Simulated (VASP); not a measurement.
# ZnS (Cm) in VASP: notebook

Runs on ZnS. Level: PBE. Tasks: single point.

Program: VASP 6.6.1. These are calculated values, not measurements. Logs are shortened: lines on timing, memory, paths and dates and some standing lists are left out, and cuts for length are marked.

**1. The cell of the first run**

Symmetry: Cm, No. 8, monoclinic system. Conventional cell: a = 6.666 Å, b = 3.849 Å, c = 3.849 Å, α = 90.00°, β = 125.26°, γ = 90.00°. Zn (site symmetry m) has 3 S at 2.15 to 2.37 Å within 2.9 Å. S (site symmetry m) has 3 Zn at 2.15 to 2.37 Å within 2.9 Å.

**2. Single point, PBE (atom 2 (S) moved by (-0.600, -0.600) A along [1 1 0] and z)**

INCAR reads:

```
SYSTEM = ZnS
PREC = Accurate
ENCUT = 520
EDIFF = 1E-6
ISMEAR = 0
SIGMA = 0.05
LREAL = .FALSE.
LASPH = .TRUE.
NELM = 80
ALGO = Normal
ISIF = 2
LWAVE = .FALSE.
LCHARG = .FALSE.
GGA = PE
NBANDS = 16
```

KPOINTS reads:

```
Automatic mesh
0
G
  8 8 8
  0 0 0
```

POSCAR reads:

```
ZnS
1.0
    0.0000000000      2.7215639846      2.7215639846
    2.7215639846      0.0000000000      2.7215639846
    2.7215639846      2.7215639846      0.0000000000
Zn S
1 1
Direct
    0.0000000000      0.0000000000      0.0000000000
    0.6397692644      0.6397692644      0.7043409343
```

Potentials or basis: VASP PAW PBE potentials, release 64 (Zn, S).

Launch:

```console
> cat potpaw_PBE.64/Zn/POTCAR potpaw_PBE.64/S/POTCAR > POTCAR
> mpirun -np 1 vasp_std > vasp.out
```

OUTCAR:

```text
SYSTEM = ZnS
   PREC = Accurate
   ENCUT = 520
   EDIFF = 1E-6
   ISMEAR = 0
   LREAL = .FALSE.
   LASPH = .TRUE.
   NELM = 80
   ISIF = 2
   GGA = PE

 ion  position               nearest neighbor table
   1  0.000  0.000  0.000-   2 2.15   2 2.15   2 2.37
   2  0.640  0.640  0.704-   1 2.15   1 2.15   1 2.37

  LATTYP: Found a face centered cubic cell.
 ALAT       =     5.4431279692

  Lattice vectors:

 A1 = (   0.0000000000,   2.7215639846,   2.7215639846)
 A2 = (   2.7215639846,   0.0000000000,   2.7215639846)
 A3 = (   2.7215639846,   2.7215639846,   0.0000000000)

Analysis of symmetry for initial positions (statically):
=====================================================================
 Subroutine PRICEL returns:
 Original cell was already a primitive cell.

 Routine SETGRP: Setting up the symmetry group for a
 face centered cubic supercell.

 Subroutine GETGRP returns: Found  2 space group operations
 (whereof  2 operations were pure point group operations)
 out of a pool of 48 trial point group operations.

The static configuration has the point symmetry C_1h.

Analysis of symmetry for dynamics (positions and initial velocities):
=====================================================================
 Subroutine PRICEL returns:
 Original cell was already a primitive cell.

 Routine SETGRP: Setting up the symmetry group for a
 face centered cubic supercell.

 Subroutine GETGRP returns: Found  2 space group operations
 (whereof  2 operations were pure point group operations)
 out of a pool of 48 trial point group operations.

The dynamic configuration has the point symmetry C_1h.

 Subroutine INISYM returns: Found  2 space group operations
 (whereof  2 operations are pure point group operations),
 and found     1 'primitive' translations

----------------------------------------------------------------------------------------

                                     Primitive cell

  volume of cell :      40.3168

  direct lattice vectors                    reciprocal lattice vectors
     0.000000000  2.721563985  2.721563985    -0.183717893  0.183717893  0.183717893
     2.721563985  0.000000000  2.721563985     0.183717893 -0.183717893  0.183717893
     2.721563985  2.721563985  0.000000000     0.183717893  0.183717893 -0.183717893

  length of vectors
     3.848872698  3.848872698  3.848872698     0.318208724  0.318208724  0.318208724

  position of ions in fractional coordinates (direct lattice)
     0.000000000  0.000000000  0.000000000
[... 73 lines left out ...]
   LNONCOLLINEAR =      F non collinear calculations
   LSORBIT =      F    spin-orbit coupling
   LASPH  =      T    aspherical Exc in radial PAW
   ENCUT  =  520.0 eV  38.22 Ry    6.18 a.u.   7.16  7.16  7.16*2*pi/ulx,y,z
   NELM   =     80;   NELMIN=  2; NELMDL= -5     # of ELM steps
   EDIFF  = 0.1E-05   stopping-criterion for ELM
   LREAL  =      F    real-space projection
   EDIFFG = 0.1E-04   stopping-criterion for IOM
   NSW    =      0    number of steps for IOM
   IBRION =     -1    ionic relax: 0-MD 1-quasi-New 2-CG
   NFREE  =      0    steps in history (QN), initial steepest desc. (CG)
   ISIF   =      2    stress and relaxation
   ISYM   =      2    0-nonsym 1-usesym 2-fastsym
   POTIM  = 0.5000    time-step for ionic-motion
   TEBEG  =    0.0;   TEEND  =   0.0 temperature during run
   PSTRESS=    0.0 pullay stress
   NELECT =      18.0000    total number of electrons
   NUPDOWN=      -1.0000    fix difference up-down
   EMIN   =  10.00;   EMAX   =-10.00  energy-range for DOS
   EFERMI =   0.00;   METHOD = LEGACY
   ISMEAR =     0;   SIGMA  =   0.05  broadening in eV -4-tet -1-fermi 0-gaus
   EFERMI_NEDOS =   21; number of points for ismear=-14 and -15
   IALGO  =     38    algorithm
   IMIX   =      4    mixing-type and parameters
     AMIX     =   0.40;   BMIX     =  1.00
     AMIX_MAG =   1.60;   BMIX_MAG =  1.00
  volume/ion in A,a.u.               =      20.16       136.04
  Fermi-wavevector in a.u.,A,eV,Ry     =   1.251230  2.364482 21.300959  1.565576
  Thomas-Fermi vector in A             =   2.385187
   LORBIT       =      0    0 simple, 1 ext, 2 COOP (PROOUT), +10 PAW based schemes
   GGA     = PE    functional components
   LHFCALC =     F    Hartree Fock is set to
   AEXX    =    0.0000 exact exchange contribution
   IVDW    =     0    specifies the selected vdW correction
   LEPSILON=     F    determine dielectric tensor
   LRPA    =     F    only Hartree local field effects (RPA)
 non-spin polarized calculation
 Gauss-broadening in eV      SIGMA  =   0.05
  energy-cutoff  :      520.00
  volume of cell :       40.32
 maximum number of plane-waves:      1106
 NGX is ok and might be reduce to    30
   NGX = 15   NGY = 15   NGZ = 15

 number of electron      18.0000009 magnetization

 Free energy of the ion-electron system (eV)
  ---------------------------------------------------
  ext. energy  EPLUGINS =         0.00000000
  ---------------------------------------------------
  free energy    TOTEN  =        -6.26817794 eV

  energy without entropy =       -6.26817794  energy(sigma->0) =       -6.26817794

 E-fermi :   2.1261     XC(G=0):  -9.5565

 val. band max:        1.8708784377   @ k =  -0.1250   0.1250   0.0000
 cond. band min:       3.9256690426   @ k =   0.0000   0.0000   0.0000
 fundamental gap:      2.0547906050
 Fermi energy:         2.1261268044

 k-point     1 :       0.0000    0.0000    0.0000
  band No.  band energies     occupation
      1     -11.2288      2.00000
      2      -4.9290      2.00000
      3      -4.8306      2.00000
      4      -4.2797      2.00000
      5      -4.2445      2.00000
      6      -4.2326      2.00000
[... 433 lines left out ...]
      3      -4.5482      2.00000
      4      -4.4077      2.00000
      5      -4.2539      2.00000
      6      -4.1298      2.00000
[... 8 lines left out ...]
     15      13.9742      0.00000
     16      14.8374      0.00000

 [... further k-points ...]
[... 5 lines left out ...]
  --------------------------------------------------------------------------------------
  -------------------------------------------------------------------------------------
  Total        1.9808647      1.9808647      0.3731165     -1.3142680      0.0124432      0.0124425
  in kB       78.7190335     78.7190335     14.8275489    -52.2286578      0.4944890      0.4944606
  external PRESSURE =      57.4218720 kB  Pullay stress =       0.0000000 kB

 VOLUME and BASIS-vectors are now :
 -----------------------------------------------------------------------------
  energy-cutoff  :      520.00
  volume of cell :       40.32
      direct lattice vectors                 reciprocal lattice vectors
     0.000000000  2.721563985  2.721563985    -0.183717893  0.183717893  0.183717893
     2.721563985  0.000000000  2.721563985     0.183717893 -0.183717893  0.183717893
     2.721563985  2.721563985  0.000000000     0.183717893  0.183717893 -0.183717893

 POSITION                                       TOTAL-FORCE (eV/Angst)
 -----------------------------------------------------------------------------------
      0.00000      0.00000      0.00000         0.374072      0.374072     -1.204966
      3.65808      3.65808      3.48235        -0.374072     -0.374072      1.204966
 -----------------------------------------------------------------------------------
    total drift:                                0.000005      0.000005      0.000030

  FREE ENERGIE OF THE ION-ELECTRON SYSTEM (eV)
  ---------------------------------------------------
  free  energy   TOTEN  =        -6.2681779373 eV

  energy  without entropy=       -6.2681779373  energy(sigma->0) =       -6.26817794
```

stdout:

```text
POSCAR found type information on POSCAR ZnS
 POSCAR found :  2 types and       2 ions
 scaLAPACK will be used
 LDA part: xc-table for (Slater+PW92), standard interpolation
 POSCAR, INCAR and KPOINTS ok, starting setup
 FFT: planning ... GRIDC
 FFT: planning ... GRID_SOFT
 FFT: planning ... GRID
 WAVECAR not read
 entering main loop
```

Wall time 2.7 min (1 thread of Intel Xeon 8259CL, shared host); peak memory 0.23 GiB.

What came out:

```
Free energy            : -6.2682 eV
Pressure               : 5.7 GPa
Largest force          : 1.316 eV/Å
Band gap on the k mesh : 2.05 eV (least direct gap 2.06 eV)
```

Forces on the atoms (eV/Å):
```
Zn   0.374  0.374 -1.205
S   -0.374 -0.374  1.205
```

Stress tensor (GPa, compression positive):
```
 7.87 -5.22  0.05
-5.22  7.87  0.05
 0.05  0.05  1.48
```

Levels at points of the mesh, in eV from the valence-band top:
| k point | band 6 | band 7 | band 8 | band 9 | band 10 | band 11 | band 12 | band 13 |
| --- | --- | --- | --- | --- | --- | --- | --- | --- |
| (0.00, 0.00, 0.00) | -6.10 | -0.64 | -0.10 | -0.01 | 2.05 | 6.51 | 7.27 | 8.86 |
| (0.50, 0.00, 0.00) | -5.99 | -5.14 | -1.58 | -0.13 | 3.95 | 6.02 | 8.84 | 8.85 |
| (0.00, 0.00, 0.50) | -5.99 | -4.85 | -1.72 | -0.22 | 3.75 | 6.20 | 8.64 | 8.83 |
| (0.50, 0.50, 0.50) | -5.83 | -3.81 | -0.91 | -0.27 | 2.69 | 5.75 | 6.54 | 7.74 |
| (0.50, 0.50, 0.00) | -5.94 | -4.35 | -2.42 | -1.30 | 2.55 | 4.15 | 10.37 | 12.29 |
| (0.00, 0.50, 0.50) | -5.95 | -4.59 | -2.30 | -1.07 | 2.61 | 3.96 | 10.59 | 12.10 |

Caveat: the cell differs from its parent crystal (atom 2 (S) moved by (-0.600, -0.600) A along [1 1 0] and z); the cell stands under pressure; forces of over 1 eV/Å act on the atoms, so gaps and moduli don't describe the material at rest.

**3. Single point, PBE (atom 2 (S) moved by (-0.600, +0.600) A along [1 1 0] and z)**

INCAR reads:

```
SYSTEM = ZnS
PREC = Accurate
ENCUT = 520
EDIFF = 1E-6
ISMEAR = 0
SIGMA = 0.05
LREAL = .False.
LASPH = .True.
NELM = 60
ALGO = Normal
ISIF = 2
LWAVE = .False.
LCHARG = .True.
GGA = PE
LELF = .True.
LVHAR = .True.
NBANDS = 16
```

KPOINTS reads:

```
Automatic mesh
0
Gamma
  8 8 8
  0 0 0
```

POSCAR: that of step 2 with these lines changed.

```diff
@@ -9,2 +9,2 @@
     0.0000000000      0.0000000000      0.0000000000
-    0.6397692644      0.6397692644      0.7043409343
+    0.8602307356      0.8602307356      0.4838794631
```

Potentials or basis: VASP PAW PBE potentials, release 64 (Zn, S).

Launch:

```console
> cat potpaw_PBE.64/Zn/POTCAR potpaw_PBE.64/S/POTCAR > POTCAR
> mpirun -np 1 vasp_std > vasp.out
```

Run time: 3 min. Hardware: 1 thread of Intel Xeon 8259CL, shared host; peak memory 0.24 GiB.

The run converged. Its results:

```
Free energy            : 1.2649 eV
Pressure               : 70.8 GPa
Largest force          : 37.412 eV/Å
Band gap on the k mesh : 1.76 eV
```

Forces in eV/Å, atoms in the order of the input:
```
Zn  -22.943 -22.943  18.626
S    22.943  22.943 -18.626
```

Stress tensor (GPa, compression positive):
```
 79.86  80.48 -67.26
 80.48  79.86 -67.26
-67.26 -67.26  52.64
```

Levels at points of the mesh, in eV from the valence-band top:
| k point | band 5 | band 6 | band 7 | band 8 | band 9 | band 10 | band 11 | band 12 | band 13 | band 14 |
| --- | --- | --- | --- | --- | --- | --- | --- | --- | --- | --- |
| (0.00, 0.00, 0.00) | -7.82 | -7.80 | -1.12 | -0.18 | 0.00 | 1.76 | 5.96 | 6.53 | 8.48 | 10.60 |
| (0.50, 0.00, 0.00) | -7.75 | -7.69 | -4.52 | -1.47 | -0.18 | 2.33 | 5.02 | 8.03 | 8.51 | 10.79 |
| (0.00, 0.00, 0.50) | -7.83 | -7.82 | -5.79 | -1.50 | -1.14 | 4.37 | 7.16 | 7.89 | 8.74 | 11.31 |
| (0.50, 0.50, 0.50) | -7.75 | -7.75 | -4.83 | -1.17 | -0.17 | 2.44 | 5.08 | 8.12 | 8.52 | 10.89 |
| (0.50, 0.50, 0.00) | -7.82 | -7.73 | -4.42 | -2.21 | -1.91 | 1.78 | 4.68 | 9.61 | 11.20 | 13.17 |
| (0.00, 0.50, 0.50) | -7.81 | -7.74 | -4.62 | -2.29 | -1.44 | 2.00 | 4.29 | 9.54 | 11.52 | 13.16 |

Caveat: the cell differs from its parent crystal (atom 2 (S) moved by (-0.600, +0.600) A along [1 1 0] and z); atoms lie so close that the PAW spheres overlap strongly, which falsifies energies and pressures; the cell stands under pressure; forces of over 1 eV/Å act on the atoms, so gaps and moduli don't describe the material at rest.

**4. Single point, PBE (atom 2 (S) moved by (-0.600, -0.300) A along [1 1 0] and z)**

INCAR reads:

```
SYSTEM = ZnS
  PREC = Accurate
  ENCUT = 520
  EDIFF = 1E-7
  ISMEAR = 0
  SIGMA = 0.05
  LREAL = .False.
  LASPH = .True.
  NELM = 60
  ALGO = Normal
  ISIF = 2
  LWAVE = .False.
  LCHARG = .False.
  GGA = PE
  NBANDS = 16
```

KPOINTS is that of step 3.

POSCAR: that of step 3 with these lines changed.

```diff
@@ -9,2 +9,2 @@
     0.0000000000      0.0000000000      0.0000000000
-    0.8602307356      0.8602307356      0.4838794631
+    0.6948846322      0.6948846322      0.6492255665
```

Launch:

```console
> cat potpaw_PBE.64/Zn/POTCAR potpaw_PBE.64/S/POTCAR > POTCAR
> mpirun -np 1 vasp_std > vasp.out
```

Wall time 3.2 min (1 thread of Intel Xeon 8259CL, shared host); peak memory 0.24 GiB.

It converged, with:

```
Free energy            : -6.3735 eV
Pressure               : 5.2 GPa
Largest force          : 1.461 eV/Å
Band gap on the k mesh : 2.08 eV (least direct gap 2.13 eV)
```

Forces on the atoms (eV/Å):
```
Zn  -0.869 -0.869  0.790
S    0.869  0.869 -0.790
```

Stress tensor (GPa, compression positive):
```
 3.70  1.53 -3.73
 1.53  3.70 -3.73
-3.73 -3.73  8.05
```

Levels at points of the mesh, in eV from the valence-band top:
```tsv
k point	band 6	band 7	band 8	band 9	band 10	band 11	band 12	band 13
(0.00, 0.00, 0.00)	-6.05	-0.48	-0.06	-0.05	2.08	6.47	7.00	8.13
(0.50, 0.00, 0.00)	-5.94	-5.03	-1.62	-0.15	3.71	6.09	8.74	8.76
(0.00, 0.00, 0.50)	-5.93	-5.23	-1.61	-0.15	3.89	6.13	8.76	8.90
(0.50, 0.50, 0.50)	-5.76	-3.93	-0.84	-0.40	2.67	5.94	6.55	7.99
(0.50, 0.50, 0.00)	-5.89	-4.59	-2.36	-1.20	2.89	3.94	10.67	12.06
(0.00, 0.50, 0.50)	-5.90	-4.45	-2.35	-1.37	2.81	4.11	10.53	12.25
```

Caveat: the cell differs from its parent crystal (atom 2 (S) moved by (-0.600, -0.300) A along [1 1 0] and z); the cell stands under pressure; forces of over 1 eV/Å act on the atoms, so gaps and moduli don't describe the material at rest. A k mesh can miss the band edges.

**5. The runs side by side**

```tsv
cell	gap on the mesh (eV)	pressure (GPa)	largest force (eV/Å)
as given, atomic positions A	2.05	5.7	1.32
as given, atomic positions B	1.76	70.8	37.41
as given, atomic positions C	2.08	5.2	1.46
```

Alike in all rows: task single point; level PBE; potentials or basis VASP PAW PBE potentials, release 64 (Zn, S); no spin polarisation; k mesh 8 × 8 × 8; cutoff (eV) 520; smearing gaussian 0.05 eV.

Caveats: the cell stands under pressure; forces of over 1 eV/Å act on the atoms, so gaps and moduli don't describe the material at rest; atoms lie so close that the PAW spheres overlap strongly, which falsifies energies and pressures (at least some runs).

Absolute energies hang on the potentials; compare differences alone.
